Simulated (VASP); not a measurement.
**Fe: single point with PBE**

Crystal: Fe.

```xyz
2
Lattice="0.0000 1.7450 1.7450 1.7450 0.0000 1.7450 3.4900 3.4900 0.0000" Properties=species:S:1:pos:R:3 pbc="T T T"
Fe    0.0000    0.0000    0.0000
Fe    1.7450    1.7450    0.0000
```

```
Program             : VASP 6.6.1
Task                : single point
Functional          : PBE
Potentials or basis : VASP PAW PBE potentials, release 64 (Fe)
Cutoff              : 520 eV
k mesh              : 12 × 12 × 6
Occupations         : gaussian, width 0.05 eV
Spin                : collinear spin
Starting moments    : [0.0, 4.0] μB
```

```json
{"Pressure": "-4.4 GPa", "Net moment": "1.07 μB per cell", "Site moments": "Fe -0.20, +1.25 μB", "Valence electrons inside the program's atomic spheres": "Fe 7.42, 7.40"}
```

Stress tensor (GPa, compression positive):
```
-4.41  1.13 -1.13
 1.13 -4.41 -1.13
-1.13 -1.13 -4.41
```

Levels at points of the mesh, in eV from the Fermi level:
Spin up:
| k point | band 6 | band 7 | band 8 | band 9 | band 10 | band 11 |
| --- | --- | --- | --- | --- | --- | --- |
| (0.00, 0.00, 0.00) | -1.76 | -1.76 | -0.57 | -0.57 | 0.07 | 0.74 |
| (0.50, 0.00, 0.00) | 0.07 | 0.22 | 0.55 | 0.67 | 0.97 | 1.13 |
| (0.00, 0.00, 0.50) | -1.94 | -1.27 | -1.27 | -0.84 | -0.84 | 0.16 |
| (0.50, 0.00, 0.50) | -1.55 | -1.32 | -0.36 | 0.30 | 1.04 | 3.37 |
Spin down:
| k point | band 5 | band 6 | band 7 | band 8 | band 9 | band 10 |
| --- | --- | --- | --- | --- | --- | --- |
| (0.00, 0.00, 0.00) | -1.45 | -1.28 | -1.28 | 0.10 | 0.24 | 0.24 |
| (0.50, 0.00, 0.00) | -1.39 | 0.12 | 0.95 | 1.14 | 1.34 | 1.36 |
| (0.00, 0.00, 0.50) | -1.36 | -1.36 | -0.80 | -0.80 | -0.11 | -0.11 |
| (0.50, 0.00, 0.50) | -1.69 | -1.29 | -0.63 | 0.17 | 0.96 | 1.62 |

It took 3 min on 1 thread of AMD EPYC 9R45 96-Core Processor (Zen 5), on a shared host, peak memory 0.16 GiB.

Caveat: the moment fell far below its start of 4 μB, so a state of higher moment may lie lower in energy.
